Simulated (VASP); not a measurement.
# V (P6_3/mmc) in VASP: settings compared

V is run at these levels: PBEsol, PBE-based screened hybrid with 25 % exact exchange; tasks: relaxation of cell and atoms, single point.

Program: VASP 6.6.1. These are calculated values, not measurements. Logs are shortened: lines on timing, memory, paths and dates and some standing lists are left out, and cuts for length are marked.

## 1. The cell of the first run

The structure is hexagonal, space group P6_3/mmc (No. 194). The conventional cell has a = 2.604 Å, b = 2.604 Å, c = 4.723 Å, α = 90.00°, β = 90.00°, γ = 120.00°. V (site symmetry -6m2) has 12 V at 2.60 to 2.80 Å within 3.4 Å.

This isn't the form of V at room conditions, which is bcc.

## 2. Relaxation of cell and atoms, PBEsol, collinear spin, ferromagnetic start, target pressure 30 GPa, at which the enthalpy is minimised

Input file INCAR:

```
PREC = Accurate
ENCUT = 600
EDIFF = 1E-6
ISMEAR = -1
SIGMA = 0.05
LREAL = F
LASPH = T
NELM = 150
ALGO = Normal
ISIF = 3
LWAVE = F
LCHARG = F
ISPIN = 2
MAGMOM = 2 2
LORBIT = 11
LMAXMIX = 4
GGA = PS
IBRION = 2
NSW = 80
EDIFFG = -0.005
PSTRESS = 300.0
```

Input file KPOINTS:

```
Automatic mesh
0
Gamma
  12 12 6
```

Input file POSCAR:

```
V
1.0
    2.6042941027      0.0000000000      0.0000000000
   -1.3021470513      2.2553848518      0.0000000000
    0.0000000000      0.0000000000      4.7233360000
V
2
Direct
    0.3333333333      0.6666666667      0.2500000000
    0.6666666667      0.3333333333      0.7500000000
```

Potentials or basis: VASP PAW PBE potentials, release 64 (V_sv).

On the command line:

```
cat potpaw_PBE.64/V_sv/POTCAR > POTCAR
mpirun -np 1 vasp_std > vasp.out
```

OUTCAR:

```text
PREC = Accurate
   ENCUT = 600
   EDIFF = 1E-6
   ISMEAR = -1
   LREAL = F
   LASPH = T
   NELM = 150
   ISIF = 3
   ISPIN = 2
   LORBIT = 11
   GGA = PS
   IBRION = 2
   NSW = 80
   EDIFFG = -0.005
   PSTRESS = 300.0

 ion  position               nearest neighbor table
   1  0.333  0.667  0.250-   2 2.80   2 2.80   2 2.80   2 2.80   2 2.80   2 2.80
   2  0.667  0.333  0.750-   1 2.80   1 2.80   1 2.80   1 2.80   1 2.80   1 2.80

  LATTYP: Found a hexagonal cell.
 ALAT       =     2.6042941027
 C/A-ratio  =     1.8136722712

  Lattice vectors:

 A1 = (   2.6042941027,   0.0000000000,   0.0000000000)
 A2 = (  -1.3021470513,   2.2553848518,   0.0000000000)
 A3 = (   0.0000000000,   0.0000000000,   4.7233360000)

Analysis of symmetry for initial positions (statically):
=====================================================================
 Subroutine PRICEL returns:
 Original cell was already a primitive cell.

 Routine SETGRP: Setting up the symmetry group for a
 hexagonal supercell.

 Subroutine GETGRP returns: Found 24 space group operations
 (whereof 12 operations were pure point group operations)
 out of a pool of 24 trial point group operations.

The static configuration has the point symmetry D_3d.
 The point group associated with its full space group is D_6h.

Analysis of symmetry for dynamics (positions and initial velocities):
=====================================================================
 Subroutine PRICEL returns:
 Original cell was already a primitive cell.

 Routine SETGRP: Setting up the symmetry group for a
 hexagonal supercell.

 Subroutine GETGRP returns: Found 24 space group operations
 (whereof 12 operations were pure point group operations)
 out of a pool of 24 trial point group operations.

The dynamic configuration has the point symmetry D_3d.
 The point group associated with its full space group is D_6h.

Analysis of structural, dynamic, and magnetic symmetry:
=====================================================================
 Subroutine PRICEL returns:
 Original cell was already a primitive cell.

 Routine SETGRP: Setting up the symmetry group for a
 hexagonal supercell.

 Subroutine GETGRP returns: Found 24 space group operations
 (whereof 12 operations were pure point group operations)
 out of a pool of 24 trial point group operations.

The overall configuration has the point symmetry D_3d.
 The point group associated with its full space group is D_6h.

 Subroutine INISYM returns: Found 24 space group operations
 (whereof 12 operations are pure point group operations),
 and found     1 'primitive' translations

----------------------------------------------------------------------------------------

                                     Primitive cell

  volume of cell :      27.7434

  direct lattice vectors                    reciprocal lattice vectors
     2.604294103  0.000000000  0.000000000     0.383981210  0.221691655  0.000000000
    -1.302147051  2.255384852  0.000000000     0.000000000  0.443383310  0.000000000
     0.000000000  0.000000000  4.723336000     0.000000000  0.000000000  0.211714771

  length of vectors
     2.604294103  2.604294103  4.723336000     0.443383310  0.443383310  0.211714771

  position of ions in fractional coordinates (direct lattice)
     0.333333333  0.666666667  0.250000000
     0.666666667  0.333333333  0.750000000

  ion indices of the primitive-cell ions
   primitive index   ion index
                 1           1
                 2           2

----------------------------------------------------------------------------------------

 KPOINTS: Automatic mesh

Automatic generation of k-mesh.
 Grid dimensions read from file:
 generate k-points for:   12   12    6

 Generating k-lattice:

  Cartesian coordinates                     Fractional coordinates (reciprocal lattice)
     0.031998434  0.018474305  0.000000000     0.083333333 -0.000000000  0.000000000
     0.000000000  0.036948609  0.000000000     0.000000000  0.083333333  0.000000000
     0.000000000  0.000000000  0.035285795     0.000000000  0.000000000  0.166666667

  Length of vectors
     0.036948609  0.036948609  0.035285795

  Shift w.r.t. Gamma in fractional coordinates (k-lattice)
     0.000000000  0.000000000  0.000000000

 Subroutine IBZKPT returns following result:
 ===========================================

 Found     76 irreducible k-points:

 Following reciprocal coordinates:
            Coordinates               Weight
  0.000000  0.000000  0.000000      1.000000
  0.083333 -0.000000  0.000000      6.000000
  0.166667 -0.000000  0.000000      6.000000
  0.250000 -0.000000  0.000000      6.000000
  0.333333 -0.000000  0.000000      6.000000
  0.416667 -0.000000  0.000000      6.000000
[... 16 lines left out ...]
  0.250000 -0.000000  0.166667     12.000000
  0.333333 -0.000000  0.166667     12.000000
 [... further k-points ...]
   k-points           NKPTS =     76   k-points in BZ     NKDIM =     76   number of bands    NBANDS=     19
   number of dos      NEDOS =    301   number of ions     NIONS =      2
   total plane-waves  NPLWV =  23040
   dimension x,y,z NGX =    24 NGY =   24 NGZ =   40
   dimension x,y,z NGXF=    48 NGYF=   48 NGZF=   80
   ions per type =               2
   NGX,Y,Z   is equivalent  to a cutoff of  15.32, 15.32, 14.08 a.u.
   NGXF,Y,Z  is equivalent  to a cutoff of  30.64, 30.64, 28.16 a.u.
 SYSTEM =  unknown system
   PREC   = accura    normal or accurate (medium, high low for compatibility)
   ISTART =      0    job   : 0-new  1-cont  2-samecut
   ICHARG =      2    charge: 1-file 2-atom 10-const
   ISPIN  =      2    spin polarized calculation?
   LNONCOLLINEAR =      F non collinear calculations
   LSORBIT =      F    spin-orbit coupling
   LASPH  =      T    aspherical Exc in radial PAW
   ENCUT  =  600.0 eV  44.10 Ry    6.64 a.u.   5.20  5.20  9.43*2*pi/ulx,y,z
   NELM   =    150;   NELMIN=  2; NELMDL= -5     # of ELM steps
   EDIFF  = 0.1E-05   stopping-criterion for ELM
   LREAL  =      F    real-space projection
   EDIFFG = -.5E-02   stopping-criterion for IOM
   NSW    =     80    number of steps for IOM
   IBRION =      2    ionic relax: 0-MD 1-quasi-New 2-CG
   NFREE  =      1    steps in history (QN), initial steepest desc. (CG)
   ISIF   =      3    stress and relaxation
   ISYM   =      2    0-nonsym 1-usesym 2-fastsym
   POTIM  = 0.5000    time-step for ionic-motion
   TEBEG  =    0.0;   TEEND  =   0.0 temperature during run
   PSTRESS=  300.0 pullay stress
   NELECT =      26.0000    total number of electrons
   NUPDOWN=      -1.0000    fix difference up-down
   EMIN   =  10.00;   EMAX   =-10.00  energy-range for DOS
   EFERMI =   0.00;   METHOD = LEGACY
   ISMEAR =    -1;   SIGMA  =   0.05  broadening in eV -4-tet -1-fermi 0-gaus
   EFERMI_NEDOS =   21; number of points for ismear=-14 and -15
   IALGO  =     38    algorithm
   IMIX   =      4    mixing-type and parameters
     AMIX     =   0.40;   BMIX     =  1.00
     AMIX_MAG =   1.60;   BMIX_MAG =  1.00
  volume/ion in A,a.u.               =      13.87        93.61
  Fermi-wavevector in a.u.,A,eV,Ry     =   1.602062  3.027459 34.920768  2.566604
  Thomas-Fermi vector in A             =   2.698942
   LORBIT       =     11    0 simple, 1 ext, 2 COOP (PROOUT), +10 PAW based schemes
   GGA     = PS    functional components
   LHFCALC =     F    Hartree Fock is set to
   AEXX    =    0.0000 exact exchange contribution
   IVDW    =     0    specifies the selected vdW correction
   LEPSILON=     F    determine dielectric tensor
   LRPA    =     F    only Hartree local field effects (RPA)
 conjugate gradient relaxation of ions
 spin polarized calculation
  energy-cutoff  :      600.00
  volume of cell :       27.74
 maximum number of plane-waves:       937
 NGX is ok and might be reduce to    24
   NGX = 11   NGY = 11   NGZ = 19

--------------------------------------- Ionic step        1  -------------------------------------------

 number of electron      26.0000001 magnetization       0.0009431

 Free energy of the ion-electron system (eV)
  ---------------------------------------------------
  ext. energy  EPLUGINS =         0.00000000
  ---------------------------------------------------
  free energy    TOTEN  =       -18.72836528 eV

  energy without entropy =      -18.70256721  energy(sigma->0) =      -18.71546625

 E-fermi :   9.5504     XC(G=0): -12.8793

 val. band max:        9.5386909684   @ k =   0.1667  -0.0000   0.0000
 cond. band min:       9.5663472585   @ k =   0.3333   0.1667   0.5000
 fundamental gap:      0.0276562901
 Fermi energy:         9.5504387281

 spin component 1

 k-point     1 :       0.0000    0.0000    0.0000
  band No.  band energies     occupation
      1     -54.2281      1.00000
      2     -54.1191      1.00000
      3     -28.4408      1.00000
      4     -27.7997      1.00000
      5     -27.6587      1.00000
      6     -27.6587      1.00000
[... 11 lines left out ...]
     18      11.3761      0.00000
     19      12.4256      0.00000
[... 489 lines left out ...]
      3     -28.3385      1.00000
      4     -28.2636      1.00000
      5     -28.1459      1.00000
      6     -27.8500      1.00000
[... 11 lines left out ...]
     18      12.2109      0.00000
     19      12.5119      0.00000

 [... further k-points ...]

 spin component 2

 k-point     1 :       0.0000    0.0000    0.0000
  band No.  band energies     occupation
      1     -54.2277      1.00000
      2     -54.1187      1.00000
      3     -28.4405      1.00000
      4     -27.7994      1.00000
      5     -27.6583      1.00000
      6     -27.6583      1.00000
[... 11 lines left out ...]
     18      11.3765      0.00000
     19      12.4261      0.00000
[... 489 lines left out ...]
      3     -28.3382      1.00000
      4     -28.2633      1.00000
      5     -28.1456      1.00000
      6     -27.8496      1.00000
[... 11 lines left out ...]
     18      12.2113      0.00000
     19      12.5123      0.00000

 [... further k-points ...]

------------------------ aborting loop because EDIFF is reached ----------------------------------------

  FORCE on cell =-STRESS in cart. coord.  units (eV):
  Direction    XX          YY          ZZ          XY          YZ          ZX
  --------------------------------------------------------------------------------------
  -------------------------------------------------------------------------------------
  Total       -1.2267686     -1.2267686     -1.2593976     -0.0000000      0.0000000     -0.0000000
  in kB      -70.8457319    -70.8457319    -72.7300555     -0.0000000      0.0000000     -0.0000000
  external PRESSURE =    -371.4738398 kB  Pullay stress =     300.0000000 kB
[... 185 lines left out ...]
--------------------------------------- Ionic step        6  -------------------------------------------

 number of electron      25.9999997 magnetization      -0.0000004

 number of electron      25.9999997 magnetization       0.0000004

 Free energy of the ion-electron system (eV)
  ---------------------------------------------------
  ext. energy  EPLUGINS =         0.00000000
  ---------------------------------------------------
  free energy    TOTEN  =       -18.48863299 eV

  energy without entropy =      -18.46995816  energy(sigma->0) =      -18.47929557

 E-fermi :  11.7845     XC(G=0): -13.8125

 val. band max:       11.7709804691   @ k =   0.4167   0.1667   0.0000
 cond. band min:      11.7903010562   @ k =   0.3333  -0.0000   0.0000
 fundamental gap:      0.0193205871
 Fermi energy:        11.7845351245

 spin component 1

 k-point     1 :       0.0000    0.0000    0.0000
  band No.  band energies     occupation
      1     -51.9143      1.00000
      2     -51.6991      1.00000
      3     -26.3151      1.00000
      4     -25.2087      1.00000
      5     -25.0157      1.00000
      6     -25.0157      1.00000
[... 11 lines left out ...]
     18      13.9698      0.00000
     19      15.3021      0.00000
[... 489 lines left out ...]
      3     -26.1442      1.00000
      4     -26.0149      1.00000
      5     -25.8062      1.00000
      6     -25.2939      1.00000
[... 11 lines left out ...]
     18      15.0195      0.00000
     19      15.4188      0.00000

 [... further k-points ...]

 spin component 2

 k-point     1 :       0.0000    0.0000    0.0000
  band No.  band energies     occupation
      1     -51.9143      1.00000
      2     -51.6991      1.00000
      3     -26.3151      1.00000
      4     -25.2087      1.00000
      5     -25.0157      1.00000
      6     -25.0157      1.00000
[... 11 lines left out ...]
     18      13.9698      0.00000
     19      15.3021      0.00000
[... 489 lines left out ...]
      3     -26.1442      1.00000
      4     -26.0149      1.00000
      5     -25.8062      1.00000
      6     -25.2939      1.00000
[... 11 lines left out ...]
     18      15.0195      0.00000
     19      15.4188      0.00000

 [... further k-points ...]

------------------------ aborting loop because EDIFF is reached ----------------------------------------

  FORCE on cell =-STRESS in cart. coord.  units (eV):
  Direction    XX          YY          ZZ          XY          YZ          ZX
  --------------------------------------------------------------------------------------
  -------------------------------------------------------------------------------------
  Total        4.3990735      4.3990735      4.4009390      0.0000000     -0.0000000      0.0000000
  in kB      300.0545639    300.0545638    300.1818079      0.0000000     -0.0000000      0.0000000
  external PRESSURE =       0.0969785 kB  Pullay stress =     300.0000000 kB
[... 17 lines left out ...]
  FREE ENERGIE OF THE ION-ELECTRON SYSTEM (eV)
  ---------------------------------------------------
  free  energy   TOTEN  =       -18.4886329907 eV

  energy  without entropy=      -18.4699581575  energy(sigma->0) =      -18.47929557

  enthalpy is  TOTEN    =       -14.0903594951 eV   P V=        4.3982734957

 reached required accuracy - stopping structural energy minimisation

 total charge

# of ion       s       p       d       tot
------------------------------------------
    1        2.398   6.268   3.289  11.955
    2        2.398   6.268   3.289  11.955
--------------------------------------------------
tot          4.795  12.536   6.579  23.910

 magnetization (x)

# of ion       s       p       d       tot
------------------------------------------
    1        0.000   0.000  -0.000  -0.000
    2        0.000   0.000  -0.000  -0.000
--------------------------------------------------
tot          0.000   0.000  -0.000  -0.000
```

Wall time 7.4 min (1 thread of Intel Xeon 8259CL, shared host); peak memory 0.23 GiB.

What came out:

| Property | Result |
| --- | --- |
| Free energy | -18.4886 eV |
| Relaxed volume | 11.74 Å³/atom |
| Relaxed cell | a = 2.464 Å, b = 2.464 Å, c = 4.469 Å, α = 90.00°, β = 90.00°, γ = 120.00° |
| Space group after relaxing (to 0.1 Å) | P6_3/mmc (No. 194) |
| Energy change on relaxing (the run minimises the enthalpy) | +119.9 meV/atom |
| Ionic steps | 6 |
| Pressure after relaxing | 30.0 GPa |
| Band gap on the k mesh | zero (filled and empty bands overlap) |
| Net moment | 0.00 μB per cell |
| Valence electrons inside the program's atomic spheres | V 11.96 |

Step by step:
```csv
step,energy change (eV),largest force (eV/Å),pressure (GPa),volume (Å³)
1,0.0000,0.0000,-7.15,27.74
2,4.3755,0.0000,202.91,16.73
3,0.1586,0.0000,24.14,23.97
4,0.2203,0.0000,28.66,23.60
5,0.2397,0.0000,30.01,23.49
6,0.2397,0.0000,30.01,23.49
```

Final structure:
```
V
1.0
     2.46354    0.00000    0.00000
    -1.23177    2.13349    0.00000
     0.00000    0.00000    4.46910
V
2
Direct
  0.33333 0.66667 0.25000
  0.66667 0.33333 0.75000
```

Levels at points of the mesh, in eV from the Fermi level:
Spin up:
| k point | band 9 | band 10 | band 11 | band 12 | band 13 | band 14 | band 15 | band 16 | band 17 | band 18 |
| --- | --- | --- | --- | --- | --- | --- | --- | --- | --- | --- |
| (0.00, 0.00, 0.00) | -7.23 | -3.88 | -0.81 | 0.12 | 0.31 | 0.31 | 0.71 | 0.71 | 2.19 | 2.19 |
| (0.50, 0.00, 0.00) | -3.66 | -3.46 | -3.31 | -0.52 | 0.07 | 0.38 | 0.63 | 3.63 | 4.34 | 4.49 |
| (0.00, 0.00, 0.50) | -5.23 | -5.23 | -1.28 | -1.28 | 0.35 | 0.35 | 0.35 | 0.35 | 3.04 | 3.04 |
| (0.50, 0.00, 0.50) | -3.96 | -3.96 | -2.32 | -2.32 | 1.94 | 1.94 | 2.14 | 2.14 | 4.42 | 4.42 |
Spin down:
| k point | band 9 | band 10 | band 11 | band 12 | band 13 | band 14 | band 15 | band 16 | band 17 | band 18 |
| --- | --- | --- | --- | --- | --- | --- | --- | --- | --- | --- |
| (0.00, 0.00, 0.00) | -7.23 | -3.88 | -0.81 | 0.12 | 0.31 | 0.31 | 0.71 | 0.71 | 2.19 | 2.19 |
| (0.50, 0.00, 0.00) | -3.66 | -3.46 | -3.31 | -0.52 | 0.07 | 0.38 | 0.63 | 3.63 | 4.34 | 4.49 |
| (0.00, 0.00, 0.50) | -5.23 | -5.23 | -1.28 | -1.28 | 0.35 | 0.35 | 0.35 | 0.35 | 3.04 | 3.04 |
| (0.50, 0.00, 0.50) | -3.96 | -3.96 | -2.32 | -2.32 | 1.94 | 1.94 | 2.14 | 2.14 | 4.42 | 4.42 |

Caveat: the cell is relaxed towards a set pressure, so the run minimises the enthalpy, not the energy; the volume moved by over 15 % at a fixed basis, so the end points are rough; the moments typed at the start vanished in this run; the PAW data sets were made with another functional, which shifts forces and pressure a little.

(Continued in part 2 of 2.)

The gap in the log of VASP goes by the Fermi energy; the results here count the filled bands.